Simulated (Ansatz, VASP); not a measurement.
**Ge in VASP and in Ansatz**

File INCAR:

```
SYSTEM = Ge
PREC = Accurate ; ENCUT = 520
EDIFF = 1E-7 ; ISMEAR = -1
SIGMA = 0.1 ; LREAL = .FALSE.
LASPH = .TRUE. ; NELM = 100
ALGO = Normal ; ISIF = 2
LWAVE = .FALSE. ; LCHARG = .TRUE.
LELF = .TRUE. ; LVHAR = .TRUE.
NBANDS = 13
```

KPOINTS

```
Automatic mesh
0
G
  18 18 18
  0 0 0
```

POSCAR

```
Ge
1.0
   -1.6201032663      1.6201032663      1.6201032663
    1.6201032663     -1.6201032663      1.6201032663
    1.6201032663      1.6201032663     -1.6201032663
Ge
1
Direct
    0.0000000000      0.0000000000      0.0000000000
```

Input for Ansatz:

```yaml
crystal:
  lattice:
    - [-1.6201032663, 1.6201032663, 1.6201032663]
    - [1.6201032663, -1.6201032663, 1.6201032663]
    - [1.6201032663, 1.6201032663, -1.6201032663]
  atoms:
    - { symbol: Ge, position: [0.0, 0.0, 0.0] }
kpoints:
  mp_grid: { grid: [18, 18, 18] }
scf:
  occupations: { method: fermi_dirac, width: 0.1 }
hamiltonian:
  xc: lda
  pseudopotentials: { kind: all_electron, lapw: { basis_error: 0.001 } }
output:
  forces: true
  stress: true
  eigenvalues: true
  populations: true
```

Change from the starting cell: volume scaled by 0.95, LAPW.

Alike in both runs: task single point; functional LDA; k mesh 18 × 18 × 18; occupations fermi-dirac, width 0.1 eV; no spin polarisation.

|  | VASP | Ansatz |
| --- | --- | --- |
| version | VASP 6.6.1 | Ansatz 0.2.0 |
| potentials or method | VASP PAW LDA potentials, release 64 (Ge_d), cutoff 520 eV | all-electron LAPW, scalar-relativistic |

```tsv
	VASP	Ansatz	Ansatz less VASP
pressure (GPa)	4.4	4.4	+0.02
```

LDA's correlation is that of Perdew and Zunger in VASP and of Perdew and Wang (1992) in Ansatz. Ansatz ran all-electron here, and VASP with PAW potentials.
